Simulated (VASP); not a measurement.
# CoSn3 (Pm-3m) in VASP: a series of runs

CoSn3 is run at these levels: PBEsol; tasks: single point.

Program: VASP 6.6.1. These are calculated values, not measurements. Logs are shortened: lines on timing, memory, paths and dates and some standing lists are left out, and cuts for length are marked.

## 1. The cell of the first run

Symmetry: Pm-3m, No. 221, cubic system. The conventional cell has a = 4.398 Å, b = 4.398 Å, c = 4.398 Å, α = 90.00°, β = 90.00°, γ = 90.00°. Sn (site symmetry 4/mmm) has 8 Sn at 3.11 Å and 4 Co at 3.11 Å within 4.1 Å. Co (site symmetry m-3m) has 12 Sn at 3.11 Å within 4.1 Å.

## 2. Single point, PBEsol

Input file INCAR:

```
SYSTEM = CoSn3
PREC = Accurate
ENCUT = 520
EDIFF = 1E-6
ISMEAR = 0
SIGMA = 0.1
LREAL = .False.
LASPH = .True.
NELM = 100
ALGO = Fast
ISIF = 2
LWAVE = .False.
LCHARG = .True.
GGA = PS
LELF = .True.
LVHAR = .True.
NBANDS = 34
```

Input file KPOINTS:

```
regular mesh
0
Gamma
  10 10 10
  0 0 0
```

Input file POSCAR:

```
CoSn3
1.0
    4.3976643244      0.0000000000      0.0000000000
    0.0000000000      4.3976643244      0.0000000000
    0.0000000000      0.0000000000      4.3976643244
Sn Co
3 1
Direct
    0.0000000000      0.5000000000      0.5000000000
    0.5000000000      0.0000000000      0.5000000000
    0.5000000000      0.5000000000      0.0000000000
    0.0000000000      0.0000000000      0.0000000000
```

Potentials or basis: VASP PAW PBE potentials, release 64 (Sn_d, Co).

Started as:

```sh
$ cat potpaw_PBE.64/Sn_d/POTCAR potpaw_PBE.64/Co/POTCAR > POTCAR
$ mpirun -np 1 vasp_std > vasp.out
```

OUTCAR:

```text
SYSTEM = CoSn3
   PREC = Accurate
   ENCUT = 520
   EDIFF = 1E-6
   ISMEAR = 0
   LREAL = .False.
   LASPH = .True.
   NELM = 100
   ISIF = 2
   GGA = PS

 ion  position               nearest neighbor table
   1  0.000  0.500  0.500-   2 3.11   3 3.11   4 3.11   3 3.11   4 3.11   2 3.11   4 3.11   4 3.11
                             2 3.11   3 3.11   3 3.11   2 3.11
   2  0.500  0.000  0.500-   1 3.11   3 3.11   4 3.11   3 3.11   4 3.11   1 3.11   3 3.11   3 3.11
                             1 3.11   4 3.11   4 3.11   1 3.11
   3  0.500  0.500  0.000-   1 3.11   2 3.11   4 3.11   1 3.11   2 3.11   2 3.11   4 3.11   2 3.11
                             1 3.11   4 3.11   1 3.11   4 3.11
   4  0.000  0.000  0.000-   1 3.11   2 3.11   3 3.11   1 3.11   2 3.11   1 3.11   3 3.11   1 3.11
                             2 3.11   3 3.11   2 3.11   3 3.11

  LATTYP: Found a simple cubic cell.
 ALAT       =     4.3976643244

  Lattice vectors:

 A1 = (   4.3976643244,   0.0000000000,   0.0000000000)
 A2 = (   0.0000000000,   4.3976643244,   0.0000000000)
 A3 = (   0.0000000000,   0.0000000000,   4.3976643244)

Analysis of symmetry for initial positions (statically):
=====================================================================
 Subroutine PRICEL returns:
 Original cell was already a primitive cell.

 Routine SETGRP: Setting up the symmetry group for a
 simple cubic supercell.

 Subroutine GETGRP returns: Found 48 space group operations
 (whereof 48 operations were pure point group operations)
 out of a pool of 48 trial point group operations.

The static configuration has the point symmetry O_h .

Analysis of symmetry for dynamics (positions and initial velocities):
=====================================================================
 Subroutine PRICEL returns:
 Original cell was already a primitive cell.

 Routine SETGRP: Setting up the symmetry group for a
 simple cubic supercell.

 Subroutine GETGRP returns: Found 48 space group operations
 (whereof 48 operations were pure point group operations)
 out of a pool of 48 trial point group operations.

The dynamic configuration has the point symmetry O_h .

 Subroutine INISYM returns: Found 48 space group operations
 (whereof 48 operations are pure point group operations),
 and found     1 'primitive' translations

----------------------------------------------------------------------------------------

                                     Primitive cell

  volume of cell :      85.0484

  direct lattice vectors                    reciprocal lattice vectors
     4.397664324  0.000000000  0.000000000     0.227393436  0.000000000  0.000000000
     0.000000000  4.397664324  0.000000000     0.000000000  0.227393436  0.000000000
     0.000000000  0.000000000  4.397664324     0.000000000  0.000000000  0.227393436

  length of vectors
     4.397664324  4.397664324  4.397664324     0.227393436  0.227393436  0.227393436

  position of ions in fractional coordinates (direct lattice)
     0.000000000  0.500000000  0.500000000
     0.500000000  0.000000000  0.500000000
     0.500000000  0.500000000  0.000000000
     0.000000000  0.000000000  0.000000000

  ion indices of the primitive-cell ions
   primitive index   ion index
                 1           1
                 2           2
                 3           3
                 4           4

----------------------------------------------------------------------------------------

 KPOINTS: regular mesh

Automatic generation of k-mesh.
 Grid dimensions read from file:
 generate k-points for:   10   10   10

 Generating k-lattice:

  Cartesian coordinates                     Fractional coordinates (reciprocal lattice)
     0.022739344  0.000000000  0.000000000     0.100000000  0.000000000  0.000000000
     0.000000000  0.022739344  0.000000000     0.000000000  0.100000000  0.000000000
     0.000000000  0.000000000  0.022739344     0.000000000  0.000000000  0.100000000

  Length of vectors
     0.022739344  0.022739344  0.022739344

  Shift w.r.t. Gamma in fractional coordinates (k-lattice)
     0.000000000  0.000000000  0.000000000

 Subroutine IBZKPT returns following result:
 ===========================================

 Found     56 irreducible k-points:

 Following reciprocal coordinates:
            Coordinates               Weight
  0.000000  0.000000  0.000000      1.000000
  0.100000  0.000000  0.000000      6.000000
  0.200000  0.000000  0.000000      6.000000
  0.300000  0.000000  0.000000      6.000000
  0.400000  0.000000  0.000000      6.000000
  0.500000  0.000000  0.000000      3.000000
[... 16 lines left out ...]
  0.200000  0.100000  0.100000     24.000000
  0.300000  0.100000  0.100000     24.000000
 [... further k-points ...]
   k-points           NKPTS =     56   k-points in BZ     NKDIM =     56   number of bands    NBANDS=     34
   number of dos      NEDOS =    301   number of ions     NIONS =      4
   total plane-waves  NPLWV =  46656
   dimension x,y,z NGX =    36 NGY =   36 NGZ =   36
   dimension x,y,z NGXF=    72 NGYF=   72 NGZF=   72
   ions per type =               3   1
   NGX,Y,Z   is equivalent  to a cutoff of  13.61, 13.61, 13.61 a.u.
   NGXF,Y,Z  is equivalent  to a cutoff of  27.22, 27.22, 27.22 a.u.
 SYSTEM =  CoSn3
   PREC   = accura    normal or accurate (medium, high low for compatibility)
   ISTART =      0    job   : 0-new  1-cont  2-samecut
   ICHARG =      2    charge: 1-file 2-atom 10-const
   ISPIN  =      1    spin polarized calculation?
   LNONCOLLINEAR =      F non collinear calculations
   LSORBIT =      F    spin-orbit coupling
   LASPH  =      T    aspherical Exc in radial PAW
   ENCUT  =  520.0 eV  38.22 Ry    6.18 a.u.   8.18  8.18  8.18*2*pi/ulx,y,z
   NELM   =    100;   NELMIN=  2; NELMDL= -5     # of ELM steps
   EDIFF  = 0.1E-05   stopping-criterion for ELM
   LREAL  =      F    real-space projection
[... 7 lines left out ...]
   TEBEG  =    0.0;   TEEND  =   0.0 temperature during run
   PSTRESS=    0.0 pullay stress
   NELECT =      51.0000    total number of electrons
   NUPDOWN=      -1.0000    fix difference up-down
   EMIN   =  10.00;   EMAX   =-10.00  energy-range for DOS
   EFERMI =   0.00;   METHOD = LEGACY
   ISMEAR =     0;   SIGMA  =   0.10  broadening in eV -4-tet -1-fermi 0-gaus
   EFERMI_NEDOS =   21; number of points for ismear=-14 and -15
   IALGO  =     68    algorithm
   IMIX   =      4    mixing-type and parameters
     AMIX     =   0.40;   BMIX     =  1.00
     AMIX_MAG =   1.60;   BMIX_MAG =  1.00
  volume/ion in A,a.u.               =      21.26       143.48
  Fermi-wavevector in a.u.,A,eV,Ry     =   1.380520  2.608805 25.930479  1.905836
  Thomas-Fermi vector in A             =   2.505390
   LORBIT       =      0    0 simple, 1 ext, 2 COOP (PROOUT), +10 PAW based schemes
   GGA     = PS    functional components
   LHFCALC =     F    Hartree Fock is set to
   AEXX    =    0.0000 exact exchange contribution
   IVDW    =     0    specifies the selected vdW correction
   LEPSILON=     F    determine dielectric tensor
   LRPA    =     F    only Hartree local field effects (RPA)
 non-spin polarized calculation
 RMM-DIIS sequential band-by-band and
 Gauss-broadening in eV      SIGMA  =   0.10
  energy-cutoff  :      520.00
  volume of cell :       85.05
 maximum number of plane-waves:      2320
 NGX is ok and might be reduce to    36
   NGX = 17   NGY = 17   NGZ = 17

 number of electron      50.9999991 magnetization

 Free energy of the ion-electron system (eV)
  ---------------------------------------------------
  ext. energy  EPLUGINS =         0.00000000
  ---------------------------------------------------
  free energy    TOTEN  =       -18.72612562 eV

  energy without entropy =      -18.70615269  energy(sigma->0) =      -18.71613915

 E-fermi :   9.2201     XC(G=0): -11.3173

 val. band max:        9.2038224217   @ k =   0.3000   0.3000   0.0000
 cond. band min:       9.2231423581   @ k =   0.5000   0.2000   0.1000
 fundamental gap:      0.0193199364
 Fermi energy:         9.2201334853

 k-point     1 :       0.0000    0.0000    0.0000
  band No.  band energies     occupation
      1     -12.4779      2.00000
      2     -12.4779      2.00000
      3     -12.4779      2.00000
      4     -12.4644      2.00000
      5     -12.2777      2.00000
      6     -12.2777      2.00000
[... 26 lines left out ...]
     33      13.9580      0.00000
     34      17.2185      0.00000

 k-point     2 :       0.1000    0.0000    0.0000
  band No.  band energies     occupation
      1     -12.4765      2.00000
      2     -12.4673      2.00000
      3     -12.4673      2.00000
      4     -12.4569      2.00000
      5     -12.2766      2.00000
      6     -12.2713      2.00000
[... 26 lines left out ...]
     33      13.7467      0.00000
     34      17.2056      0.00000

 k-point     3 :       0.2000    0.0000    0.0000
  band No.  band energies     occupation
      1     -12.4727      2.00000
      2     -12.4363      2.00000
      3     -12.4363      2.00000
      4     -12.4355      2.00000
      5     -12.2738      2.00000
      6     -12.2533      2.00000
[... 26 lines left out ...]
     33      13.7394      0.00000
     34      17.2975      0.00000
[... 704 lines left out ...]
 k-point    23 :       0.2000    0.1000    0.1000
  band No.  band energies     occupation
      1     -12.4577      2.00000
      2     -12.4357      2.00000
      3     -12.4263      2.00000
      4     -12.4117      2.00000
      5     -12.2639      2.00000
      6     -12.2477      2.00000
[... 26 lines left out ...]
     33      14.0575      0.00000
     34      17.4517      0.00000

 k-point    24 :       0.3000    0.1000    0.1000
  band No.  band energies     occupation
      1     -12.4513      2.00000
      2     -12.4049      2.00000
      3     -12.3833      2.00000
      4     -12.3698      2.00000
      5     -12.2616      2.00000
      6     -12.2212      2.00000
[... 26 lines left out ...]
     33      14.3426      0.00000
     34      16.3707      0.00000

 [... further k-points ...]

------------------------ aborting loop because EDIFF is reached ----------------------------------------

  FORCE on cell =-STRESS in cart. coord.  units (eV):
  Direction    XX          YY          ZZ          XY          YZ          ZX
  --------------------------------------------------------------------------------------
  -------------------------------------------------------------------------------------
  Total       -0.7067484     -0.7067484     -0.7067484      0.0000000     -0.0000000     -0.0000000
  in kB      -13.3140202    -13.3140202    -13.3140202      0.0000000     -0.0000000     -0.0000000
  external PRESSURE =     -13.3140202 kB  Pullay stress =       0.0000000 kB

 VOLUME and BASIS-vectors are now :
 -----------------------------------------------------------------------------
  energy-cutoff  :      520.00
  volume of cell :       85.05
      direct lattice vectors                 reciprocal lattice vectors
     4.397664324  0.000000000  0.000000000     0.227393436  0.000000000  0.000000000
     0.000000000  4.397664324  0.000000000     0.000000000  0.227393436  0.000000000
     0.000000000  0.000000000  4.397664324     0.000000000  0.000000000  0.227393436

 POSITION                                       TOTAL-FORCE (eV/Angst)
 -----------------------------------------------------------------------------------
      0.00000      2.19883      2.19883         0.000000      0.000000      0.000000
      2.19883      0.00000      2.19883         0.000000      0.000000      0.000000
      2.19883      2.19883      0.00000         0.000000      0.000000      0.000000
      0.00000      0.00000      0.00000         0.000000      0.000000      0.000000
 -----------------------------------------------------------------------------------
    total drift:                                0.000000      0.000000      0.000000

  FREE ENERGIE OF THE ION-ELECTRON SYSTEM (eV)
  ---------------------------------------------------
  free  energy   TOTEN  =       -18.7261256161 eV

  energy  without entropy=      -18.7061526913  energy(sigma->0) =      -18.71613915
```

It took 1.9 min on 1 thread of AMD EPYC 9R45 (Zen 5), shared host; peak memory 0.26 GiB.

What came out:

```yaml
Free_energy: -18.7261 eV
Pressure: -1.3 GPa
Band_gap_on_the_k_mesh: zero (an odd number of electrons rules out a gap without spin polarisation)
```

Levels at points of the mesh, in eV from the Fermi level:
```csv
k point,band 21,band 22,band 23,band 24,band 25,band 26,band 27,band 28,band 29,band 30
"(0.00, 0.00, 0.00)",-3.50,-0.67,-0.67,-0.67,-0.11,-0.11,0.20,3.21,3.21,3.21
"(0.50, 0.00, 0.00)",-1.74,-0.71,-0.66,-0.28,-0.28,0.25,0.25,0.44,0.73,2.13
"(0.50, 0.50, 0.00)",-1.50,-0.78,-0.56,-0.52,0.19,0.43,1.31,1.31,2.04,2.04
"(0.50, 0.50, 0.50)",-4.28,-4.28,-0.99,-0.45,-0.45,-0.17,-0.17,-0.17,7.57,7.57
```

Caveat: the PAW data sets were made with another functional, which shifts forces and pressure a little; spin-orbit coupling is left out, which moves the levels of the heavy elements; the run has no spin polarisation, though such a crystal can be magnetic. Spin polarisation is off, so any magnetic state and its effect on volume and gap are missing.

## 3. Single point, PBEsol

This run uses another cell than the first one, of 22.11 Å³/atom.

Input file INCAR:

```
PREC     = Accurate       # precision mode
ENCUT    = 520            # plane-wave cutoff, eV
EDIFF    = 1E-6           # SCF threshold, eV
ISMEAR   = 0              # smearing method
SIGMA    = 0.1            # smearing width, eV
LREAL    = False          # projectors in reciprocal space
LASPH    = True           # aspherical terms in the spheres
NELM     = 60             # most SCF steps
ALGO     = Fast           # electronic algorithm
ISIF     = 2              # what is computed and relaxed
LWAVE    = False          # write WAVECAR
LCHARG   = False          # write CHGCAR
GGA      = PS             # functional
NBANDS   = 34             # bands
```

Input file KPOINTS:

```
Automatic mesh
0
Gamma
  10 10 10
```

Input file POSCAR:

```
CoSn3
1.0
    4.4555349651      0.0000000000      0.0000000000
    0.0000000000      4.4555349651      0.0000000000
    0.0000000000      0.0000000000      4.4555349651
Sn Co
3 1
Direct
    0.0000000000      0.5000000000      0.5000000000
    0.5000000000      0.0000000000      0.5000000000
    0.5000000000      0.5000000000      0.0000000000
    0.0000000000      0.0000000000      0.0000000000
```

Potentials or basis: VASP PAW PBE potentials, release 64 (Sn_d, Co).

Started as:

```sh
$ cat potpaw_PBE.64/Sn_d/POTCAR potpaw_PBE.64/Co/POTCAR > POTCAR
$ mpirun -np 1 vasp_std > vasp.out
```

Run time: 1.8 min. Hardware: 1 thread of AMD EPYC 9R45 (Zen 5), shared host; peak memory 0.27 GiB.

Results (log left out):

```yaml
Free_energy: -18.6708 eV
Pressure: -3.8 GPa
Band_gap_on_the_k_mesh: zero (an odd number of electrons rules out a gap without spin polarisation)
```

Levels at points of the mesh, in eV from the Fermi level:
```
           k point  band 22  band 23  band 24  band 25  band 26  band 27  band 28  band 29
(0.00, 0.00, 0.00)    -0.61    -0.61    -0.61    -0.13    -0.13     0.22     3.13     3.13
(0.50, 0.00, 0.00)    -0.67    -0.60    -0.22    -0.22     0.26     0.26     0.34     0.77
(0.50, 0.50, 0.00)    -0.73    -0.50    -0.47     0.22     0.34     1.23     1.23     1.98
(0.50, 0.50, 0.50)    -4.08    -0.94    -0.40    -0.40    -0.16    -0.16    -0.16     7.31
```

Caveat: the cell stands under tension; the PAW data sets were made with another functional, which shifts forces and pressure a little; spin-orbit coupling is left out, which moves the levels of the heavy elements; the run has no spin polarisation, though such a crystal can be magnetic. Spin polarisation is off, so any magnetic state and its effect on volume and gap are missing.

(Part 1 of 2 ends here.)
